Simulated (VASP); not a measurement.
# Ta9SiN9 in VASP: single point with PBE

Aim: the single point of Ta9SiN9 with PBE.

Everything below comes from runs of VASP 6.6.1. Logs are shortened: lines on timing, memory, paths and dates and some standing lists are left out, and cuts for length are marked.

## 1. The cell of the first run

The cell holds a slab with vacuum, 19 atoms: a = 5.969 Å, b = 5.969 Å, c = 15.855 Å, α = 90.00°, β = 90.00°, γ = 98.18°.

## 2. Single point, PBE, collinear spin

The input, INCAR:

```
PREC     = Accurate       # precision mode
ENCUT    = 520            # plane-wave cutoff, eV
EDIFF    = 1E-7           # SCF threshold, eV
ISMEAR   = 0              # smearing method
SIGMA    = 0.02           # smearing width, eV
LREAL    = Auto         
LASPH    = True           # aspherical terms in the spheres
NELM     = 150            # most SCF steps
ALGO     = Normal         # electronic algorithm
ISIF     = 2              # what is computed and relaxed
LWAVE    = False          # write WAVECAR
LCHARG   = True           # write CHGCAR
ISPIN    = 2              # spin polarisation
MAGMOM   = 0 0 0 0 0 0 0 0 0 0 0 0 0 0 0 0 0 0 1 # initial moments
LORBIT   = 11             # projections on sites
LMAXMIX  = 4              # l up to which the mixer works
GGA      = PE             # functional
LELF     = True           # ELF
LVHAR    = True         
NBANDS   = 93             # bands
```

The input, KPOINTS:

```
regular mesh
0
Gamma
  2 2 1
```

The input, POSCAR:

```
Ta9SiN9
1.0
    5.9685990000      0.0000000000      0.0000000000
   -0.8491870000      5.9078810000      0.0000000000
    0.0000000000      0.0000000000     15.8550310000
Ta N Si
9 9 1
Direct
    0.0000000000      0.0000000000      0.0630715000
    0.2234293384      0.5555243299      0.1250144333
    0.5526795810      0.2211664249      0.1256722395
    0.7329099067      0.7318701671      0.1772161661
    0.9336565061      0.2542517699      0.2407942953
    0.2602500939      0.9300316167      0.2432937800
    0.4717814271      0.4712412732      0.3091625970
    0.6493292597      0.9742860296      0.3613384198
    0.9779500175      0.6572696438      0.3605499543
    0.2867247698      0.9203103322      0.1068778852
    0.5477690000      0.5477690000      0.0894323000
    0.9219335384      0.2849996206      0.1056433238
    0.0163419641      0.6245049233      0.2292773268
    0.2937902389      0.2913154770      0.2144690115
    0.6263445217      0.0148023529      0.2292672592
    0.7604257223      0.3461874637      0.3459994624
    0.9950150030      0.9957012840      0.3299748187
    0.3395029910      0.7462338245      0.3562598432
    0.6904293510      0.3549936801      0.4589125407
```

Potentials or basis: VASP PAW PBE potentials, release 64 (Ta_pv, N, Si).

On the command line:

```console
cat potpaw_PBE.64/Ta_pv/POTCAR potpaw_PBE.64/N/POTCAR potpaw_PBE.64/Si/POTCAR > POTCAR
mpirun -np 1 vasp_std > vasp.out
```

OUTCAR:

```text
PREC = Accurate
   ENCUT = 520
   EDIFF = 1E-7
   ISMEAR = 0
   LREAL = Auto
   LASPH = True
   NELM = 150
   ISIF = 2
   ISPIN = 2
   LORBIT = 11
   GGA = PE

 ion  position               nearest neighbor table
   1  0.000  0.000  0.063-  12 1.95  10 1.97   4 2.77   5 3.25   2 3.28   3 3.30   6 3.31   3 3.52
                             2 3.53
   2  0.223  0.556  0.125-  11 2.02  13 2.14  10 2.18  14 2.21  12 2.26   6 2.90   5 2.95   3 2.99
                             4 3.18   1 3.28   7 3.34   4 3.35   1 3.53
   3  0.553  0.221  0.126-  11 2.04  15 2.14  14 2.17  12 2.21  10 2.24   5 2.90   6 2.95   2 2.99
                             4 3.19   1 3.30   7 3.34   4 3.35   1 3.52
   4  0.733  0.732  0.177-  11 2.01  15 2.06  13 2.06   1 2.77   7 2.92   2 3.18   3 3.19   9 3.31
                             8 3.33   5 3.33   2 3.35   3 3.35   6 3.37   6 3.38   5 3.40
   5  0.934  0.254  0.241-  16 2.08  12 2.15  17 2.16  15 2.17  14 2.17  13 2.20   3 2.90   8 2.92
                             6 2.94   2 2.95   9 3.05   1 3.25   4 3.33   7 3.39   4 3.40   7 3.46
   6  0.260  0.930  0.243-  10 2.17  17 2.17  13 2.18  15 2.18  14 2.19  18 2.19   9 2.86   2 2.90
                             5 2.94   3 2.95   8 2.96   1 3.31   7 3.34   4 3.37   4 3.38   7 3.46
   7  0.472  0.471  0.309-  14 2.05  16 2.06  18 2.06  19 2.84   4 2.92   8 3.15   9 3.17   3 3.34
                             6 3.34   2 3.34   5 3.39   8 3.39   9 3.39   6 3.46   5 3.46
   8  0.649  0.974  0.361-  17 2.11  15 2.11  18 2.14  16 2.24  19 2.73   9 2.91   5 2.92   6 2.96
                             7 3.15   4 3.33   7 3.39
   9  0.978  0.657  0.361-  17 2.07  13 2.11  16 2.12  18 2.15  19 2.78   6 2.86   8 2.91   5 3.05
                             7 3.17   4 3.31   7 3.39
  10  0.287  0.920  0.107-   1 1.97   6 2.17   2 2.18   3 2.24
  11  0.548  0.548  0.089-   4 2.01   2 2.02   3 2.04
  12  0.922  0.285  0.106-   1 1.95   5 2.15   3 2.21   2 2.26
  13  0.016  0.625  0.229-   4 2.06   9 2.11   2 2.14   6 2.18   5 2.20
  14  0.294  0.291  0.214-   7 2.05   5 2.17   3 2.17   6 2.19   2 2.21
  15  0.626  0.015  0.229-   4 2.06   8 2.11   3 2.14   5 2.17   6 2.18
  16  0.760  0.346  0.346-  19 1.84   7 2.06   5 2.08   9 2.12   8 2.24
  17  0.995  0.996  0.330-   9 2.07   8 2.11   5 2.16   6 2.17
  18  0.340  0.746  0.356-   7 2.06   8 2.14   9 2.15   6 2.19
  19  0.690  0.355  0.459-  16 1.84   8 2.73   9 2.78   7 2.84

  LATTYP: Found a base centered orthorhombic cell.
 ALAT       =     7.8173804523
 B/A-ratio  =     1.1540154931
 C/A-ratio  =     2.0281769701

  Lattice vectors:

 A1 = (   5.9685990000,   0.0000000000,   0.0000000000)
 A2 = (  -0.8491870000,   5.9078810000,   0.0000000000)
 A3 = (   0.0000000000,   0.0000000000,  15.8550310000)

Analysis of symmetry for initial positions (statically):
=====================================================================
 Subroutine PRICEL returns:
 Original cell was already a primitive cell.

 Routine SETGRP: Setting up the symmetry group for a
 base centered orthorhombic supercell.

 Subroutine GETGRP returns: Found  1 space group operations
 (whereof  1 operations were pure point group operations)
 out of a pool of  8 trial point group operations.

The static configuration has the point symmetry C_1 .

Analysis of symmetry for dynamics (positions and initial velocities):
=====================================================================
 Subroutine PRICEL returns:
 Original cell was already a primitive cell.

 Routine SETGRP: Setting up the symmetry group for a
 base centered orthorhombic supercell.

 Subroutine GETGRP returns: Found  1 space group operations
 (whereof  1 operations were pure point group operations)
 out of a pool of  8 trial point group operations.

The dynamic configuration has the point symmetry C_1 .

Analysis of structural, dynamic, and magnetic symmetry:
=====================================================================
 Subroutine PRICEL returns:
 Original cell was already a primitive cell.

 Routine SETGRP: Setting up the symmetry group for a
 base centered orthorhombic supercell.

 Subroutine GETGRP returns: Found  1 space group operations
 (whereof  1 operations were pure point group operations)
 out of a pool of  8 trial point group operations.

The overall configuration has the point symmetry C_1 .

 Subroutine INISYM returns: Found  1 space group operations
 (whereof  1 operations are pure point group operations),
 and found     1 'primitive' translations

[... 100 lines left out ...]
   ICHARG =      2    charge: 1-file 2-atom 10-const
   ISPIN  =      2    spin polarized calculation?
   LNONCOLLINEAR =      F non collinear calculations
   LSORBIT =      F    spin-orbit coupling
   LASPH  =      T    aspherical Exc in radial PAW
   ENCUT  =  520.0 eV  38.22 Ry    6.18 a.u.  11.10 11.10 29.48*2*pi/ulx,y,z
   NELM   =    150;   NELMIN=  2; NELMDL= -5     # of ELM steps
   EDIFF  = 0.1E-06   stopping-criterion for ELM
   LREAL  =      T    real-space projection
   EDIFFG = 0.1E-05   stopping-criterion for IOM
   NSW    =      0    number of steps for IOM
   IBRION =     -1    ionic relax: 0-MD 1-quasi-New 2-CG
   NFREE  =      0    steps in history (QN), initial steepest desc. (CG)
   ISIF   =      2    stress and relaxation
   ISYM   =      2    0-nonsym 1-usesym 2-fastsym
   POTIM  = 0.5000    time-step for ionic-motion
   TEBEG  =    0.0;   TEEND  =   0.0 temperature during run
   PSTRESS=    0.0 pullay stress
   NELECT =     148.0000    total number of electrons
   NUPDOWN=      -1.0000    fix difference up-down
   EMIN   =  10.00;   EMAX   =-10.00  energy-range for DOS
   EFERMI =   0.00;   METHOD = LEGACY
   ISMEAR =     0;   SIGMA  =   0.02  broadening in eV -4-tet -1-fermi 0-gaus
   EFERMI_NEDOS =   21; number of points for ismear=-14 and -15
   IALGO  =     38    algorithm
   IMIX   =      4    mixing-type and parameters
     AMIX     =   0.40;   BMIX     =  1.00
     AMIX_MAG =   1.60;   BMIX_MAG =  1.00
  volume/ion in A,a.u.               =      29.43       198.57
  Fermi-wavevector in a.u.,A,eV,Ry     =   1.051167  1.986417 15.033781  1.104952
  Thomas-Fermi vector in A             =   2.186199
   LORBIT       =     11    0 simple, 1 ext, 2 COOP (PROOUT), +10 PAW based schemes
   GGA     = PE    functional components
   LHFCALC =     F    Hartree Fock is set to
   AEXX    =    0.0000 exact exchange contribution
   IVDW    =     0    specifies the selected vdW correction
   LEPSILON=     F    determine dielectric tensor
   LRPA    =     F    only Hartree local field effects (RPA)
 spin polarized calculation
 Gauss-broadening in eV      SIGMA  =   0.02
  energy-cutoff  :      520.00
  volume of cell :      559.08
 maximum number of plane-waves:     15058
 NGX is ok and might be reduce to    48
   NGX = 23   NGY = 23   NGZ = 59

 number of electron     148.0000001 magnetization       0.0000330

 number of electron     148.0000001 magnetization      -0.0000080

 Free energy of the ion-electron system (eV)
  ---------------------------------------------------
  ext. energy  EPLUGINS =         0.00000000
  ---------------------------------------------------
  free energy    TOTEN  =      -195.93482066 eV

  energy without entropy =     -195.93479190  energy(sigma->0) =     -195.93480628

 E-fermi :   0.7702     XC(G=0):  -6.4245

 val. band max:        0.7242672476   @ k =   0.0000   0.5000   0.0000
 cond. band min:       0.8161491464   @ k =   0.0000   0.0000   0.0000
 fundamental gap:      0.0918818988
 Fermi energy:         0.7702160140

 spin component 1

 k-point     1 :       0.0000    0.0000    0.0000
  band No.  band energies     occupation
      1     -35.0368      1.00000
      2     -34.9949      1.00000
      3     -34.9722      1.00000
      4     -34.9625      1.00000
      5     -34.9059      1.00000
      6     -34.8289      1.00000
[... 345 lines left out ...]
     85       2.8906      0.00000
     86       3.0107      0.00000
 Fermi energy:         0.7702160140

 spin component 2

 k-point     1 :       0.0000    0.0000    0.0000
  band No.  band energies     occupation
      1     -35.0368      1.00000
      2     -34.9949      1.00000
      3     -34.9722      1.00000
      4     -34.9625      1.00000
      5     -34.9059      1.00000
      6     -34.8289      1.00000
[... 345 lines left out ...]
     85       2.8906      0.00000
     86       3.0107      0.00000
 [bands above 86 left out]

------------------------ aborting loop because EDIFF is reached ----------------------------------------

  FORCE on cell =-STRESS in cart. coord.  units (eV):
  Direction    XX          YY          ZZ          XY          YZ          ZX
  --------------------------------------------------------------------------------------
  -------------------------------------------------------------------------------------
  Total       -6.7652744     -9.4159071      0.5489858     -4.7794871     -0.1167309     -0.1792534
  in kB      -19.3876318    -26.9837006      1.5732598    -13.6968481     -0.3345223     -0.5136968
  external PRESSURE =     -14.9326909 kB  Pullay stress =       0.0000000 kB

 VOLUME and BASIS-vectors are now :
 -----------------------------------------------------------------------------
  energy-cutoff  :      520.00
  volume of cell :      559.08
      direct lattice vectors                 reciprocal lattice vectors
     5.968599000  0.000000000  0.000000000     0.167543506  0.024082368  0.000000000
    -0.849187000  5.907881000  0.000000000     0.000000000  0.169265427  0.000000000
     0.000000000  0.000000000 15.855031000     0.000000000  0.000000000  0.063071463

 POSITION                                       TOTAL-FORCE (eV/Angst)
 -----------------------------------------------------------------------------------
      0.00000      0.00000      1.00000         0.313978      0.269804      0.253255
      0.86182      3.28197      1.98211        -0.037202     -0.007355     -0.033726
      3.11091      1.30662      1.99254         0.016969     -0.032791     -0.010224
      3.75295      4.32380      2.80977         0.030198      0.010606      0.009322
      5.35671      1.50209      3.81780        -0.007777      0.012231     -0.000600
      0.76356      5.49452      3.85743         0.007072      0.023716      0.008875
[... 11 lines left out ...]
      1.39267      4.40866      5.64851         0.001628      0.011042      0.027870
      3.81944      2.09726      7.27607        -0.006843     -0.008547      0.012731
 -----------------------------------------------------------------------------------
    total drift:                                0.003673      0.006537     -0.000308

  FREE ENERGIE OF THE ION-ELECTRON SYSTEM (eV)
  ---------------------------------------------------
  free  energy   TOTEN  =      -195.9348206577 eV

  energy  without entropy=     -195.9347918972  energy(sigma->0) =     -195.93480628

 total charge

# of ion       s       p       d       tot
------------------------------------------
    1        0.391   6.121   2.427   8.940
    2        0.299   6.218   2.339   8.855
    3        0.297   6.219   2.335   8.852
    4        0.347   6.224   2.394   8.965
    5        0.305   6.271   2.374   8.951
    6        0.301   6.258   2.364   8.923
[... 11 lines left out ...]
   18        1.253   2.473   0.000   3.726
   19        0.834   0.778   0.000   1.612
--------------------------------------------------
tot         14.984  79.268  21.272 115.524

 magnetization (x)

# of ion       s       p       d       tot
------------------------------------------
    1       -0.000  -0.000  -0.000  -0.000
    2       -0.000  -0.000  -0.000  -0.000
    3        0.000   0.000   0.000   0.000
    4        0.000   0.000   0.000   0.000
    5        0.000   0.000   0.000   0.000
    6        0.000   0.000   0.000   0.000
[... 11 lines left out ...]
   18       -0.000  -0.000   0.000  -0.000
   19       -0.000   0.000   0.000   0.000
--------------------------------------------------
tot         -0.000   0.000  -0.000  -0.000
```

Run time: 46 min. Hardware: 1 thread of Oxide Virtual Turin-like, shared host; peak memory 0.93 GiB.

What came out:

| Quantity | Value |
| --- | --- |
| Free energy | -195.9348 eV |
| Largest force | 0.631 eV/Å |
| Band gap on the k mesh | 0.09 eV (least direct gap 0.12 eV) |
| Net moment | 0.00 μB per cell |
| Valence electrons inside the program's atomic spheres | Ta 8.94, 8.86, 8.85, 8.96, 8.95, 8.92, 8.89, 8.82, 8.87; N 3.73, 3.74, 3.79, 3.78, 3.80, 3.83 (each value once); Si 1.61 |

Forces on the atoms (eV/Å):
```
Ta   0.314  0.270  0.253
Ta  -0.037 -0.007 -0.034
Ta   0.017 -0.033 -0.010
Ta   0.030  0.011  0.009
Ta  -0.008  0.012 -0.001
Ta   0.007  0.024  0.009
Ta   0.003  0.014  0.016
Ta  -0.015 -0.029  0.024
Ta   0.010 -0.017  0.020
N    0.062 -0.006 -0.015
N   -0.347 -0.316 -0.422
N   -0.008  0.063 -0.012
N   -0.009 -0.005  0.016
N   -0.015  0.004 -0.018
N   -0.004 -0.005  0.020
N   -0.028 -0.009  0.083
N    0.032  0.028  0.020
N    0.002  0.011  0.028
Si  -0.007 -0.009  0.013
```

Caveat: the k points lie up to 0.53 Å⁻¹ apart; there is no dipole correction, which matters where the two faces differ; spin-orbit coupling is left out, which moves the levels of the heavy elements.
